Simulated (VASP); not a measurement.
# Ti (Fmmm) in VASP: further runs

The runs below take Ti through single point, with PBE.

All numbers are computed with VASP 6.6.1; they aren't measurements. Logs are shortened: lines on timing, memory, paths and dates and some standing lists are left out, and cuts for length are marked.

## (1) The cell of the first run

Symmetry: Fmmm, No. 69, orthorhombic system. Conventional cell: a = 3.778 Å, b = 4.030 Å, c = 9.818 Å, α = 90.00°, β = 90.00°, γ = 90.00°. Ti (site symmetry mm2) has 9 Ti at 2.72 to 2.95 Å within 3.6 Å.

## (2) Single point, PBE

The input, INCAR:

```
SYSTEM = Ti
PREC     = Accurate       ! precision mode
ENCUT    = 520            ! plane-wave cutoff, eV
EDIFF    = 1E-6           ! SCF threshold, eV
ISMEAR   = 0              ! smearing method
SIGMA    = 0.1            ! smearing width, eV
LREAL    = .False.        ! projectors in reciprocal space
LASPH    = .True.         ! aspherical terms in the spheres
NELM     = 100            ! most SCF steps
ALGO     = Fast           ! electronic algorithm
ISIF     = 2              ! what is computed and relaxed
LWAVE    = .False.        ! write WAVECAR
LCHARG   = .False.        ! write CHGCAR
GGA      = PE             ! functional
NBANDS   = 19             ! bands
```

The input, KPOINTS:

```
Automatic mesh
0
Gamma
  6 6 6
  0 0 0
```

The input, POSCAR:

```
Ti
1.0
    0.0000000000      2.0147580913      4.9090552324
    1.8888690802      0.0000000000      4.9090552324
    1.8888690802      2.0147580913      0.0000000000
Ti
2
Direct
    0.8497263636      0.8497263636      0.1502736364
    0.1502736364      0.1502736364      0.8497263636
```

Potentials or basis: VASP PAW PBE potentials, release 64 (Ti_sv).

The run is started by

```console
$ cat potpaw_PBE.64/Ti_sv/POTCAR > POTCAR
$ mpirun -np 1 vasp_std > vasp.out
```

OUTCAR:

```text
SYSTEM = Ti
   PREC = Accurate
   ENCUT = 520
   EDIFF = 1E-6
   ISMEAR = 0
   LREAL = .False.
   LASPH = .True.
   NELM = 100
   ISIF = 2
   GGA = PE

 ion  position               nearest neighbor table
   1  0.850  0.850  0.150-   2 2.72   2 2.72   2 2.81   2 2.81
   2  0.150  0.150  0.850-   1 2.72   1 2.72   1 2.81   1 2.81

  LATTYP: Found a face centered orthorhombic cell.
 ALAT       =     3.7777381604
 B/A-ratio  =     1.0666478225
 C/A-ratio  =     2.5989388486

  Lattice vectors:

 A1 = (   0.0000000000,   2.0147580913,   4.9090552324)
 A2 = (   1.8888690802,   0.0000000000,   4.9090552324)
 A3 = (   1.8888690802,   2.0147580913,   0.0000000000)

Analysis of symmetry for initial positions (statically):
=====================================================================
 Subroutine PRICEL returns:
 Original cell was already a primitive cell.

 Routine SETGRP: Setting up the symmetry group for a
 face centered orthorhombic supercell.

 Subroutine GETGRP returns: Found  8 space group operations
 (whereof  8 operations were pure point group operations)
 out of a pool of  8 trial point group operations.

The static configuration has the point symmetry D_2h.

Analysis of symmetry for dynamics (positions and initial velocities):
=====================================================================
 Subroutine PRICEL returns:
 Original cell was already a primitive cell.

 Routine SETGRP: Setting up the symmetry group for a
 face centered orthorhombic supercell.

 Subroutine GETGRP returns: Found  8 space group operations
 (whereof  8 operations were pure point group operations)
 out of a pool of  8 trial point group operations.

The dynamic configuration has the point symmetry D_2h.

 Subroutine INISYM returns: Found  8 space group operations
 (whereof  8 operations are pure point group operations),
 and found     1 'primitive' translations

----------------------------------------------------------------------------------------

                                     Primitive cell

  volume of cell :      37.3639

  direct lattice vectors                    reciprocal lattice vectors
     0.000000000  2.014758091  4.909055232    -0.264708658  0.248168751  0.101852592
     1.888869080  0.000000000  4.909055232     0.264708658 -0.248168751  0.101852592
     1.888869080  2.014758091  0.000000000     0.264708658  0.248168751 -0.101852592

  length of vectors
     5.306418137  5.259909664  2.761716236     0.376871800  0.376871800  0.376871800

  position of ions in fractional coordinates (direct lattice)
     0.849726364  0.849726364  0.150273636
     0.150273636  0.150273636  0.849726364

  ion indices of the primitive-cell ions
   primitive index   ion index
                 1           1
                 2           2

----------------------------------------------------------------------------------------

 KPOINTS: Automatic mesh

Automatic generation of k-mesh.
 Grid dimensions read from file:
 generate k-points for:    6    6    6

 Generating k-lattice:

  Cartesian coordinates                     Fractional coordinates (reciprocal lattice)
    -0.044118110  0.041361459  0.016975432     0.166666667 -0.000000000 -0.000000000
     0.044118110 -0.041361459  0.016975432     0.000000000  0.166666667  0.000000000
     0.044118110  0.041361459 -0.016975432    -0.000000000  0.000000000  0.166666667

  Length of vectors
     0.062811967  0.062811967  0.062811967

  Shift w.r.t. Gamma in fractional coordinates (k-lattice)
     0.000000000  0.000000000  0.000000000

 Subroutine IBZKPT returns following result:
 ===========================================

 Found     46 irreducible k-points:

 Following reciprocal coordinates:
            Coordinates               Weight
  0.000000  0.000000  0.000000      1.000000
  0.166667  0.000000  0.000000      8.000000
  0.333333 -0.000000  0.000000      8.000000
  0.500000 -0.000000 -0.000000      4.000000
  0.166667  0.166667  0.000000      2.000000
  0.333333  0.166667  0.000000      8.000000
[... 16 lines left out ...]
 -0.166667  0.166667  0.166667      8.000000
  0.500000  0.333333  0.166667      4.000000
 [... further k-points ...]
   k-points           NKPTS =     46   k-points in BZ     NKDIM =     46   number of bands    NBANDS=     19
   number of dos      NEDOS =    301   number of ions     NIONS =      2
   total plane-waves  NPLWV =  38400
   dimension x,y,z NGX =    40 NGY =   40 NGZ =   24
   dimension x,y,z NGXF=    80 NGYF=   80 NGZF=   48
   ions per type =               2
   NGX,Y,Z   is equivalent  to a cutoff of  12.53, 12.64, 14.45 a.u.
   NGXF,Y,Z  is equivalent  to a cutoff of  25.06, 25.28, 28.89 a.u.
 SYSTEM =  Ti
   PREC   = accura    normal or accurate (medium, high low for compatibility)
   ISTART =      0    job   : 0-new  1-cont  2-samecut
   ICHARG =      2    charge: 1-file 2-atom 10-const
   ISPIN  =      1    spin polarized calculation?
   LNONCOLLINEAR =      F non collinear calculations
   LSORBIT =      F    spin-orbit coupling
   LASPH  =      T    aspherical Exc in radial PAW
   ENCUT  =  520.0 eV  38.22 Ry    6.18 a.u.   9.87  9.78  5.13*2*pi/ulx,y,z
   NELM   =    100;   NELMIN=  2; NELMDL= -5     # of ELM steps
   EDIFF  = 0.1E-05   stopping-criterion for ELM
   LREAL  =      F    real-space projection
   EDIFFG = 0.1E-04   stopping-criterion for IOM
   NSW    =      0    number of steps for IOM
   IBRION =     -1    ionic relax: 0-MD 1-quasi-New 2-CG
   NFREE  =      0    steps in history (QN), initial steepest desc. (CG)
   ISIF   =      2    stress and relaxation
   ISYM   =      2    0-nonsym 1-usesym 2-fastsym
   POTIM  = 0.5000    time-step for ionic-motion
   TEBEG  =    0.0;   TEEND  =   0.0 temperature during run
   PSTRESS=    0.0 pullay stress
   NELECT =      24.0000    total number of electrons
   NUPDOWN=      -1.0000    fix difference up-down
   EMIN   =  10.00;   EMAX   =-10.00  energy-range for DOS
   EFERMI =   0.00;   METHOD = LEGACY
   ISMEAR =     0;   SIGMA  =   0.10  broadening in eV -4-tet -1-fermi 0-gaus
   EFERMI_NEDOS =   21; number of points for ismear=-14 and -15
   IALGO  =     68    algorithm
   IMIX   =      4    mixing-type and parameters
     AMIX     =   0.40;   BMIX     =  1.00
     AMIX_MAG =   1.60;   BMIX_MAG =  1.00
  volume/ion in A,a.u.               =      18.68       126.07
  Fermi-wavevector in a.u.,A,eV,Ry     =   1.412519  2.669274 27.146486  1.995210
  Thomas-Fermi vector in A             =   2.534259
   LORBIT       =      0    0 simple, 1 ext, 2 COOP (PROOUT), +10 PAW based schemes
   GGA     = PE    functional components
   LHFCALC =     F    Hartree Fock is set to
   AEXX    =    0.0000 exact exchange contribution
   IVDW    =     0    specifies the selected vdW correction
   LEPSILON=     F    determine dielectric tensor
   LRPA    =     F    only Hartree local field effects (RPA)
 non-spin polarized calculation
 RMM-DIIS sequential band-by-band and
 Gauss-broadening in eV      SIGMA  =   0.10
  energy-cutoff  :      520.00
  volume of cell :       37.36
 maximum number of plane-waves:      1020
   NGX = 19   NGY = 19   NGZ = 11

 number of electron      23.9999998 magnetization

 Free energy of the ion-electron system (eV)
  ---------------------------------------------------
  ext. energy  EPLUGINS =         0.00000000
  ---------------------------------------------------
  free energy    TOTEN  =       -15.22741113 eV

  energy without entropy =      -15.22209830  energy(sigma->0) =      -15.22475471

 E-fermi :   7.4469     XC(G=0): -11.0275

 val. band max:        7.4083201245   @ k =  -0.3333   0.1667   0.0000
 cond. band min:       7.4964536526   @ k =   0.3333   0.3333   0.0000
 fundamental gap:      0.0881335281
 Fermi energy:         7.4468606453

 k-point     1 :       0.0000    0.0000    0.0000
  band No.  band energies     occupation
      1     -49.2915      2.00000
      2     -49.1297      2.00000
      3     -25.7704      2.00000
      4     -25.2889      2.00000
      5     -25.2224      2.00000
      6     -25.1157      2.00000
[... 11 lines left out ...]
     18      10.4801      0.00000
     19      10.5617      0.00000

 k-point     2 :       0.1667    0.0000    0.0000
  band No.  band energies     occupation
      1     -49.2625      2.00000
      2     -49.1219      2.00000
      3     -25.7370      2.00000
      4     -25.4322      2.00000
      5     -25.2283      2.00000
      6     -25.2247      2.00000
[... 11 lines left out ...]
     18      10.7840      0.00000
     19      10.8716      0.00000

 k-point     3 :       0.3333   -0.0000    0.0000
  band No.  band energies     occupation
      1     -49.1965      2.00000
      2     -49.1139      2.00000
      3     -25.7542      2.00000
      4     -25.7102      2.00000
      5     -25.3809      2.00000
      6     -25.1872      2.00000
[... 11 lines left out ...]
     18      10.5240      0.00000
     19      10.9112      0.00000

 k-point     4 :       0.5000   -0.0000   -0.0000
  band No.  band energies     occupation
      1     -49.1451      2.00000
      2     -49.1281      2.00000
      3     -25.8461      2.00000
      4     -25.8372      2.00000
      5     -25.3401      2.00000
      6     -25.2226      2.00000
[... 11 lines left out ...]
     18      10.5357      0.00000
     19      10.8639      0.00000

 k-point     5 :       0.1667    0.1667    0.0000
  band No.  band energies     occupation
      1     -49.2874      2.00000
      2     -49.1338      2.00000
      3     -25.7390      2.00000
      4     -25.2922      2.00000
      5     -25.2257      2.00000
      6     -25.1491      2.00000
[... 11 lines left out ...]
     18      10.6147      0.00000
     19      10.7513      0.00000

 k-point     6 :       0.3333    0.1667    0.0000
  band No.  band energies     occupation
      1     -49.2554      2.00000
      2     -49.1292      2.00000
      3     -25.6844      2.00000
      4     -25.4465      2.00000
      5     -25.2339      2.00000
      6     -25.2171      2.00000
[... 11 lines left out ...]
     18      10.7484      0.00000
     19      11.1637      0.00000

 k-point     7 :       0.5000    0.1667    0.0000
  band No.  band energies     occupation
      1     -49.1881      2.00000
      2     -49.1224      2.00000
      3     -25.7403      2.00000
      4     -25.7083      2.00000
      5     -25.3408      2.00000
      6     -25.2161      2.00000
[... 11 lines left out ...]
     18      10.3786      0.00000
     19      11.0812      0.00000

 k-point     8 :      -0.3333    0.1667    0.0000
  band No.  band energies     occupation
      1     -49.1451      2.00000
      2     -49.1281      2.00000
      3     -25.8603      2.00000
      4     -25.8217      2.00000
      5     -25.3442      2.00000
      6     -25.2195      2.00000
[... 256 lines left out ...]
 k-point    20 :       0.3333    0.1667    0.1667
  band No.  band energies     occupation
      1     -49.2366      2.00000
      2     -49.1121      2.00000
      3     -25.6900      2.00000
      4     -25.4199      2.00000
      5     -25.3742      2.00000
      6     -25.2510      2.00000
[... 11 lines left out ...]
     18      10.4591      0.00000
     19      10.5476      0.00000

 k-point    21 :       0.5000    0.1667    0.1667
  band No.  band energies     occupation
      1     -49.1756      2.00000
      2     -49.0998      2.00000
      3     -25.7052      2.00000
      4     -25.6815      2.00000
      5     -25.3895      2.00000
      6     -25.3168      2.00000
[... 11 lines left out ...]
     18      10.4526      0.00000
     19      10.8978      0.00000

 k-point    22 :      -0.3333    0.1667    0.1667
  band No.  band energies     occupation
      1     -49.1265      2.00000
      2     -49.1113      2.00000
      3     -25.8212      2.00000
      4     -25.7990      2.00000
      5     -25.3526      2.00000
      6     -25.2676      2.00000
[... 11 lines left out ...]
     18      10.8164      0.00000
     19      12.0827      0.00000

 k-point    23 :      -0.1667    0.1667    0.1667
  band No.  band energies     occupation
      1     -49.1709      2.00000
      2     -49.1032      2.00000
      3     -25.7382      2.00000
      4     -25.6760      2.00000
      5     -25.3834      2.00000
      6     -25.3438      2.00000
[... 11 lines left out ...]
     18      10.2943      0.00000
     19      10.6647      0.00000

 k-point    24 :       0.5000    0.3333    0.1667
  band No.  band energies     occupation
      1     -49.2280      2.00000
      2     -49.1209      2.00000
      3     -25.6247      2.00000
      4     -25.4270      2.00000
      5     -25.4035      2.00000
      6     -25.2361      2.00000
[... 11 lines left out ...]
     18      10.4594      0.00000
     19      10.9405      0.00000

 [... further k-points ...]

------------------------ aborting loop because EDIFF is reached ----------------------------------------

  FORCE on cell =-STRESS in cart. coord.  units (eV):
  Direction    XX          YY          ZZ          XY          YZ          ZX
  --------------------------------------------------------------------------------------
  -------------------------------------------------------------------------------------
  Total       -0.0529794     -0.1098120     -0.2086623     -0.0000000      0.0000000      0.0000000
  in kB       -2.2717735     -4.7087723     -8.9475045     -0.0000000      0.0000000      0.0000000
  external PRESSURE =      -5.3093501 kB  Pullay stress =       0.0000000 kB

 VOLUME and BASIS-vectors are now :
 -----------------------------------------------------------------------------
  energy-cutoff  :      520.00
  volume of cell :       37.36
      direct lattice vectors                 reciprocal lattice vectors
     0.000000000  2.014758091  4.909055232    -0.264708658  0.248168751  0.101852592
     1.888869080  0.000000000  4.909055232     0.264708658 -0.248168751  0.101852592
     1.888869080  2.014758091  0.000000000     0.264708658  0.248168751 -0.101852592

 POSITION                                       TOTAL-FORCE (eV/Angst)
 -----------------------------------------------------------------------------------
      1.88887      2.01476      8.34271         0.000000      0.000000     -0.028491
      1.88887      2.01476      1.47540         0.000000      0.000000      0.028491
 -----------------------------------------------------------------------------------
    total drift:                                0.000000      0.000000      0.000000

  FREE ENERGIE OF THE ION-ELECTRON SYSTEM (eV)
  ---------------------------------------------------
  free  energy   TOTEN  =       -15.2274111277 eV

  energy  without entropy=      -15.2220982990  energy(sigma->0) =      -15.22475471
```

Wall time 1.8 min (1 thread of AMD EPYC 9R45 (Zen 5), shared host); peak memory 0.17 GiB.

What came out:

```yaml
Free_energy: -15.2274 eV
Pressure: -0.5 GPa
Largest_force: 0.028 eV/Å
Band_gap_on_the_k_mesh: zero (bands 12 and 13 overlap by 0.47 eV)
```

Forces in eV/Å, atoms in the order of the input:
```
Ti   0.000  0.000 -0.028
Ti   0.000  0.000  0.028
```

Caveat: the k points lie up to 0.39 Å⁻¹ apart.

[end of part 1 of 2]
